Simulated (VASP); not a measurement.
Wanted: the native input for a VASP 6.6.1 run.

| Quantity | Value |
| --- | --- |
| Task | relaxation of cell and atoms |
| Functional | LDA |
| Potentials or basis | VASP PAW LDA potentials, release 64 (Ti_sv) |
| Cutoff | 600 eV |
| k mesh | 16 × 16 × 9 |
| Occupations | fermi-dirac, width 0.05 eV |
| Spin | no spin polarisation |
| Target pressure | 17 GPa |
| Dipole correction | no |
| Further INCAR settings | ALGO = Normal; EDIFF = 1e-06; IBRION = 2; EDIFFG = -0.005; NSW = 32; ISIF = 3 |

The structure of Ti lies in POSCAR:

```
Ti
1.0
    2.7538390435      0.0000000000      0.0000000000
   -1.3769195217      2.3848945696      0.0000000000
    0.0000000000      0.0000000000      4.3887415011
Ti
2
Direct
    0.3333333333      0.6666666667      0.2500000000
    0.6666666667      0.3333333333      0.7500000000
```

One way to write it, as run:

INCAR

```
PREC = Accurate
ENCUT = 600
EDIFF = 1E-6
ISMEAR = -1
SIGMA = 0.05
LREAL = F
LASPH = T
NELM = 100
ALGO = Normal
ISIF = 3
LWAVE = F
LCHARG = F
IBRION = 2
NSW = 32
EDIFFG = -0.005
PSTRESS = 170.0
```

KPOINTS

```
Automatic mesh
0
Gamma
  16 16 9
```

Potentials or basis: VASP PAW LDA potentials, release 64 (Ti_sv).

Command:

```sh
$ cat potpaw_LDA.64/Ti_sv/POTCAR > POTCAR
$ mpirun -np 1 vasp_std > vasp.out
```

Results of the run:

```yaml
Relaxed_volume: 14.38 Å³/atom
Relaxed_cell: a = 2.752 Å, b = 2.752 Å, c = 4.386 Å, α = 90.00°, β = 90.00°, γ = 120.00°
Space_group_after_relaxing_to_0.05_Å: P6_3/mmc (No. 194)
Energy_change_on_relaxing_the_enthalpy_is_what_falls: +3.5 meV/atom
Ionic_steps: 3
Pressure_after_relaxing: 17.0 GPa
Band_gap_on_the_k_mesh: zero (band 12 reaches 11.18 eV, above the bottom of band 13 at 10.00 eV)
```

Caveat: the cell is relaxed towards a set pressure, so the enthalpy falls and the energy may rise.

It took 120 s on 1 thread of AMD EPYC 9R45 96-Core Processor (Zen 5), on a shared host, peak memory 0.17 GiB.
